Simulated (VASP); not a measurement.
Write the native input for VASP 6.6.1 that does the following.

| Quantity | Value |
| --- | --- |
| Task | single point |
| Functional | PBE |
| Potentials or basis | VASP PAW PBE potentials, release 64 (Ta_pv, N) |
| Cutoff | 520 eV |
| k mesh | 9 × 9 × 8 |
| Occupations | gaussian, width 0.15 eV |
| Spin | no spin polarisation |
| Dipole correction | no |
| Further INCAR settings | ALGO = Normal; EDIFF = 1e-07; NBANDS = 50 |

The structure of Ta2N lies in POSCAR:

```
Ta2N
1.0
    5.3499814770      0.0000000000      0.0000000000
   -2.6749907385      4.6332198689      0.0000000000
    0.0000000000      0.0000000000      4.8893480719
Ta N
6 3
Direct
    0.6905948076      0.6905948076      0.7528547364
    0.0000000000      0.3094051924      0.7528547364
    0.3094051924      0.0000000000      0.7528547364
    0.3094051924      0.3094051924      0.2471452636
    0.0000000000      0.6905948076      0.2471452636
    0.6905948076      0.0000000000      0.2471452636
    0.6666666667      0.3333333333      0.5000000000
    0.3333333333      0.6666666667      0.5000000000
    0.0000000000      0.0000000000      0.0000000000
```

This cell differs from its parent crystal: atoms shifted along a free coordinate, c/a of the conventional cell at fixed volume 0.9139.

These files were run (other wordings do the same):

INCAR

```
ALGO = Normal
EDIFF = 1E-7
ENCUT = 520
GGA = PE
ISIF = 2
ISMEAR = 0
LASPH = True
LCHARG = True
LELF = True
LREAL = False
LVHAR = True
LWAVE = False
NBANDS = 50
NELM = 60
PREC = Accurate
SIGMA = 0.15
```

KPOINTS

```
k-points
0
Gamma
  9 9 8
```

Potentials or basis: VASP PAW PBE potentials, release 64 (Ta_pv, N).

Run with:

```sh
$ cat potpaw_PBE.64/Ta_pv/POTCAR potpaw_PBE.64/N/POTCAR > POTCAR
$ mpirun -np 1 vasp_std > vasp.out
```

It gave:

- Pressure: 6.3 GPa
- Largest force: 3.712 eV/Å
- Band gap on the k mesh: zero (an odd number of electrons rules out a gap without spin polarisation)

Caveat: the cell stands under pressure; spin-orbit coupling is left out, which moves the levels of the heavy elements; forces of over 1 eV/Å act on the atoms, so gaps and moduli don't describe the material at rest.

It took 5.6 min on 1 thread of Intel(R) Xeon(R) Platinum 8488C (Sapphire Rapids), on a shared host, peak memory 0.47 GiB.
